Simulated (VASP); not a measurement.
# Te2Mo in VASP: a series of runs, part 2 of 2

VASP 6.6.1. Earlier steps stand in the parts before.

### 3 Single point, LDA (strain -0.025 along x and y, -0.050 along z)

Input file INCAR:

```
SYSTEM = Te2Mo
ALGO = Normal
EDIFF = 1E-6
ENCUT = 520
ISIF = 2
ISMEAR = 0
LASPH = .TRUE.
LCHARG = .FALSE.
LREAL = .FALSE.
LWAVE = .FALSE.
NBANDS = 49
NELM = 100
PREC = Accurate
SIGMA = 0.05
```

Input file KPOINTS:

```
k-points
0
G
  12 12 1
  0 0 0
```

Input file POSCAR:

```
Te2Mo
1.0
    3.3842215617      0.0000000000      0.0000000000
   -1.6921107809      2.9308218444      0.0000000000
    0.0000000000      0.0000000000     28.6962094435
Te Mo
6 3
Direct
    0.0000000000      0.0000000000      0.9405159683
    0.3333333333      0.6666666667      0.7128929968
    0.3333333333      0.6666666667      0.1682534351
    0.3333333333      0.6666666667      0.8317465649
    0.3333333333      0.6666666667      0.2871070032
    0.0000000000      0.0000000000      0.0594840317
    0.0000000000      0.0000000000      0.7722229666
    0.0000000000      0.0000000000      0.2277770334
    0.3333333333      0.6666666667      0.0000000000
```

Potentials or basis: VASP PAW LDA potentials, release 64 (Te, Mo_sv).

Started as:

```bash
$ cat potpaw_LDA.64/Te/POTCAR potpaw_LDA.64/Mo_sv/POTCAR > POTCAR
$ mpirun -np 1 vasp_std > vasp.out
```

OUTCAR:

```text
SYSTEM = Te2Mo
   EDIFF = 1E-6
   ENCUT = 520
   ISIF = 2
   ISMEAR = 0
   LASPH = .TRUE.
   LREAL = .FALSE.
   NELM = 100
   PREC = Accurate

 ion  position               nearest neighbor table
   1  0.000  0.000  0.941-   9 2.59   9 2.59   9 2.59   6 3.41   4 3.68   4 3.68   4 3.68
   2  0.333  0.667  0.713-   7 2.59   7 2.59   7 2.59   4 3.41
   3  0.333  0.667  0.168-   8 2.60   8 2.60   8 2.60   5 3.41   6 3.68   6 3.68   6 3.68
   4  0.333  0.667  0.832-   7 2.60   7 2.60   7 2.60   2 3.41   1 3.68   1 3.68   1 3.68
   5  0.333  0.667  0.287-   8 2.59   8 2.59   8 2.59   3 3.41
   6  0.000  0.000  0.059-   9 2.59   9 2.59   9 2.59   1 3.41   3 3.68   3 3.68   3 3.68
   7  0.000  0.000  0.772-   2 2.59   2 2.59   2 2.59   4 2.60   4 2.60   4 2.60
   8  0.000  0.000  0.228-   5 2.59   5 2.59   5 2.59   3 2.60   3 2.60   3 2.60
   9  0.333  0.667  0.000-   1 2.59   6 2.59   1 2.59   6 2.59   1 2.59   6 2.59

  LATTYP: Found a hexagonal cell.
 ALAT       =     3.3842215617
 C/A-ratio  =     8.4794121544

  Lattice vectors:

 A1 = (   3.3842215617,   0.0000000000,   0.0000000000)
 A2 = (  -1.6921107809,   2.9308218444,   0.0000000000)
 A3 = (   0.0000000000,   0.0000000000,  28.6962094435)

Analysis of symmetry for initial positions (statically):
=====================================================================
 Subroutine PRICEL returns:
 Original cell was already a primitive cell.

 Routine SETGRP: Setting up the symmetry group for a
 hexagonal supercell.

 Subroutine GETGRP returns: Found 12 space group operations
 (whereof 12 operations were pure point group operations)
 out of a pool of 24 trial point group operations.

The static configuration has the point symmetry D_3h.

Analysis of symmetry for dynamics (positions and initial velocities):
=====================================================================
 Subroutine PRICEL returns:
 Original cell was already a primitive cell.

 Routine SETGRP: Setting up the symmetry group for a
 hexagonal supercell.

 Subroutine GETGRP returns: Found 12 space group operations
 (whereof 12 operations were pure point group operations)
 out of a pool of 24 trial point group operations.

The dynamic configuration has the point symmetry D_3h.

 Subroutine INISYM returns: Found 12 space group operations
 (whereof 12 operations are pure point group operations),
 and found     1 'primitive' translations

----------------------------------------------------------------------------------------

                                     Primitive cell

  volume of cell :     284.6248

  direct lattice vectors                    reciprocal lattice vectors
     3.384221562  0.000000000  0.000000000     0.295488928  0.170600612  0.000000000
    -1.692110781  2.930821844  0.000000000     0.000000000  0.341201224  0.000000000
     0.000000000  0.000000000 28.696209443     0.000000000  0.000000000  0.034847808

  length of vectors
     3.384221562  3.384221562 28.696209443     0.341201224  0.341201224  0.034847808

  position of ions in fractional coordinates (direct lattice)
     0.000000000  0.000000000  0.940515968
     0.333333333  0.666666667  0.712892997
     0.333333333  0.666666667  0.168253435
     0.333333333  0.666666667  0.831746565
[... 63 lines left out ...]
  0.333333  0.250000  0.000000     12.000000
  0.333333  0.333333  0.000000      2.000000
   k-points           NKPTS =     19   k-points in BZ     NKDIM =     19   number of bands    NBANDS=     49
   number of dos      NEDOS =    301   number of ions     NIONS =      9
   total plane-waves  NPLWV = 169344
   dimension x,y,z NGX =    28 NGY =   28 NGZ =  216
   dimension x,y,z NGXF=    56 NGYF=   56 NGZF=  432
   ions per type =               6   3
   NGX,Y,Z   is equivalent  to a cutoff of  13.75, 13.75, 12.51 a.u.
   NGXF,Y,Z  is equivalent  to a cutoff of  27.51, 27.51, 25.03 a.u.
 SYSTEM =  Te2Mo
   PREC   = accura    normal or accurate (medium, high low for compatibility)
   ISTART =      0    job   : 0-new  1-cont  2-samecut
   ICHARG =      2    charge: 1-file 2-atom 10-const
   ISPIN  =      1    spin polarized calculation?
   LNONCOLLINEAR =      F non collinear calculations
   LSORBIT =      F    spin-orbit coupling
   LASPH  =      T    aspherical Exc in radial PAW
   ENCUT  =  520.0 eV  38.22 Ry    6.18 a.u.   6.29  6.29 53.36*2*pi/ulx,y,z
   NELM   =    100;   NELMIN=  2; NELMDL= -5     # of ELM steps
   EDIFF  = 0.1E-05   stopping-criterion for ELM
   LREAL  =      F    real-space projection
   EDIFFG = 0.1E-04   stopping-criterion for IOM
   NSW    =      0    number of steps for IOM
   IBRION =     -1    ionic relax: 0-MD 1-quasi-New 2-CG
   NFREE  =      0    steps in history (QN), initial steepest desc. (CG)
   ISIF   =      2    stress and relaxation
   ISYM   =      2    0-nonsym 1-usesym 2-fastsym
   POTIM  = 0.5000    time-step for ionic-motion
   TEBEG  =    0.0;   TEEND  =   0.0 temperature during run
   PSTRESS=    0.0 pullay stress
   NELECT =      78.0000    total number of electrons
   NUPDOWN=      -1.0000    fix difference up-down
   EMIN   =  10.00;   EMAX   =-10.00  energy-range for DOS
   EFERMI =   0.00;   METHOD = LEGACY
   ISMEAR =     0;   SIGMA  =   0.05  broadening in eV -4-tet -1-fermi 0-gaus
   EFERMI_NEDOS =   21; number of points for ismear=-14 and -15
   IALGO  =     38    algorithm
   IMIX   =      4    mixing-type and parameters
     AMIX     =   0.40;   BMIX     =  1.00
     AMIX_MAG =   1.60;   BMIX_MAG =  1.00
  volume/ion in A,a.u.               =      31.62       213.42
  Fermi-wavevector in a.u.,A,eV,Ry     =   1.063364  2.009467 15.384704  1.130744
  Thomas-Fermi vector in A             =   2.198847
   LORBIT       =      0    0 simple, 1 ext, 2 COOP (PROOUT), +10 PAW based schemes
   GGA     = CA    functional components
   LHFCALC =     F    Hartree Fock is set to
   AEXX    =    0.0000 exact exchange contribution
   IVDW    =     0    specifies the selected vdW correction
   LEPSILON=     F    determine dielectric tensor
   LRPA    =     F    only Hartree local field effects (RPA)
 non-spin polarized calculation
 Gauss-broadening in eV      SIGMA  =   0.05
  energy-cutoff  :      520.00
  volume of cell :      284.62
 maximum number of plane-waves:      7715
 NGX is ok and might be reduce to    28
   NGX = 13   NGY = 13   NGZ =107

 number of electron      77.9999994 magnetization

 Free energy of the ion-electron system (eV)
  ---------------------------------------------------
  ext. energy  EPLUGINS =         0.00000000
  ---------------------------------------------------
  free energy    TOTEN  =       -60.73613792 eV

  energy without entropy =      -60.73613792  energy(sigma->0) =      -60.73613792

 E-fermi :   5.8872     XC(G=0):  -8.1977

 val. band max:        5.5727084775   @ k =   0.0833   0.0000   0.0000
 cond. band min:       6.1405867414   @ k =   0.2500   0.1667   0.0000
 fundamental gap:      0.5678782639
 Fermi energy:         5.8872388953

 k-point     1 :       0.0000    0.0000    0.0000
  band No.  band energies     occupation
      1     -55.0754      2.00000
      2     -55.0679      2.00000
      3     -55.0679      2.00000
      4     -29.5545      2.00000
      5     -29.5516      2.00000
      6     -29.5516      2.00000
[... 977 lines left out ...]
     48       8.1003      0.00000
     49       9.6050      0.00000

------------------------ aborting loop because EDIFF is reached ----------------------------------------

  FORCE on cell =-STRESS in cart. coord.  units (eV):
  Direction    XX          YY          ZZ          XY          YZ          ZX
  --------------------------------------------------------------------------------------
  -------------------------------------------------------------------------------------
  Total       15.7370417     15.7370417     24.0711323     -0.0000000      0.0000000     -0.0000000
  in kB       88.5851523     88.5851523    135.4984602     -0.0000000      0.0000000     -0.0000000
  external PRESSURE =     104.2229216 kB  Pullay stress =       0.0000000 kB

 VOLUME and BASIS-vectors are now :
 -----------------------------------------------------------------------------
  energy-cutoff  :      520.00
  volume of cell :      284.62
      direct lattice vectors                 reciprocal lattice vectors
     3.384221562  0.000000000  0.000000000     0.295488928  0.170600612  0.000000000
    -1.692110781  2.930821844  0.000000000     0.000000000  0.341201224  0.000000000
     0.000000000  0.000000000 28.696209443     0.000000000  0.000000000  0.034847808

 POSITION                                       TOTAL-FORCE (eV/Angst)
 -----------------------------------------------------------------------------------
      0.00000      0.00000     26.98924        -0.000000      0.000000     -2.066146
     -0.00000      1.95388     20.45733         0.000000     -0.000000     -2.241334
     -0.00000      1.95388      4.82824         0.000000     -0.000000     -2.064673
     -0.00000      1.95388     23.86797         0.000000      0.000000      2.064673
     -0.00000      1.95388      8.23888         0.000000     -0.000000      2.241334
      0.00000      0.00000      1.70697        -0.000000      0.000000      2.066146
      0.00000      0.00000     22.15987        -0.000000     -0.000000     -0.006043
      0.00000      0.00000      6.53634         0.000000     -0.000000      0.006043
     -0.00000      1.95388      0.00000        -0.000000     -0.000000      0.000000
 -----------------------------------------------------------------------------------
    total drift:                                0.000001     -0.000000     -0.000000

  FREE ENERGIE OF THE ION-ELECTRON SYSTEM (eV)
  ---------------------------------------------------
  free  energy   TOTEN  =       -60.7361379200 eV

  energy  without entropy=      -60.7361379200  energy(sigma->0) =      -60.73613792
```

It took 4.9 min on 1 thread of AMD EPYC 9R45 (Zen 5), shared host; peak memory 0.41 GiB.

Results:

```yaml
Free_energy: -60.7361 eV
Largest_force: 2.241 eV/Å
Band_gap_on_the_k_mesh: 0.57 eV, indirect (least direct gap 1.21 eV)
```

Forces on the atoms (eV/Å):
```
Te   0.000  0.000 -2.066
Te   0.000  0.000 -2.241
Te   0.000  0.000 -2.065
Te   0.000  0.000  2.065
Te   0.000  0.000  2.241
Te   0.000  0.000  2.066
Mo   0.000  0.000 -0.006
Mo   0.000  0.000  0.006
Mo   0.000  0.000  0.000
```

Caveat: the cell differs from its parent crystal (strain -0.025 along x and y, -0.050 along z); spin-orbit coupling is left out, which moves the levels of the heavy elements.

### 4 Single point, LDA (strain -0.050 along x and y, +0.025 along z)

Input file INCAR:

```
SYSTEM = Te2Mo
PREC = Accurate
ENCUT = 520
EDIFF = 1E-6
ISMEAR = 0
SIGMA = 0.05
LREAL = .False.
LASPH = .True.
NELM = 100
ALGO = Normal
ISIF = 2
LWAVE = .False.
LCHARG = .True.
LELF = .True.
LVHAR = .True.
NBANDS = 49
```

Input file KPOINTS:

```
Automatic mesh
0
Gamma
  12 12 1
  0 0 0
```

POSCAR: that of step 3 with these lines changed.

```diff
@@ -2,5 +2,5 @@
 1.0
-    3.3842215617      0.0000000000      0.0000000000
-   -1.6921107809      2.9308218444      0.0000000000
-    0.0000000000      0.0000000000     28.6962094435
+    3.2974466498      0.0000000000      0.0000000000
+   -1.6487233249      2.8556725664      0.0000000000
+    0.0000000000      0.0000000000     30.9616996627
 Te Mo
```

Started as:

```bash
$ cat potpaw_LDA.64/Te/POTCAR potpaw_LDA.64/Mo_sv/POTCAR > POTCAR
$ mpirun -np 1 vasp_std > vasp.out
```

Run time: 5.6 min. Hardware: 1 thread of AMD EPYC 9R45 (Zen 5), shared host; peak memory 0.43 GiB.

Results (log left out):

```yaml
Free_energy: -61.0507 eV
Largest_force: 0.472 eV/Å
Band_gap_on_the_k_mesh: 0.47 eV, indirect (least direct gap 1.05 eV)
```

Forces on the atoms (eV/Å):
```
Te   0.000  0.000 -0.468
Te   0.000  0.000 -0.472
Te   0.000  0.000 -0.469
Te   0.000  0.000  0.469
Te   0.000  0.000  0.472
Te   0.000  0.000  0.468
Mo   0.000  0.000  0.007
Mo   0.000  0.000 -0.007
Mo   0.000  0.000  0.000
```

Levels at points of the mesh, in eV from the valence-band top:
| k point | band 37 | band 38 | band 39 | band 40 | band 41 | band 42 |
| --- | --- | --- | --- | --- | --- | --- |
| (0.00, 0.00, 0.00) | -0.92 | -0.92 | -0.77 | 3.57 | 3.57 | 3.62 |
| (0.50, 0.00, 0.00) | -0.23 | -0.11 | 0.00 | 1.41 | 1.60 | 1.66 |

Caveat: the cell differs from its parent crystal (strain -0.050 along x and y, +0.025 along z); spin-orbit coupling is left out, which moves the levels of the heavy elements.

### 5 Summary

| cell | gap on the mesh (eV) | largest force (eV/Å) |
| --- | --- | --- |
| a = 3.297, b = 3.297, c = 30.207 Å, angles 90.0, 90.0, 120.0°, 9 atoms | 0.61 | 1.23 |
| a = 3.384, b = 3.384, c = 28.696 Å, angles 90.0, 90.0, 120.0°, 9 atoms | 0.57 | 2.24 |
| a = 3.297, b = 3.297, c = 30.962 Å, angles 90.0, 90.0, 120.0°, 9 atoms | 0.47 | 0.47 |

Alike in all rows: task single point; level LDA; potentials or basis VASP PAW LDA potentials, release 64 (Te, Mo_sv); no spin polarisation; k mesh 12 × 12 × 1; cutoff (eV) 520; smearing gaussian 0.05 eV.

Caveats: spin-orbit coupling is left out, which moves the levels of the heavy elements.

Absolute energies hang on the potentials; compare differences alone.
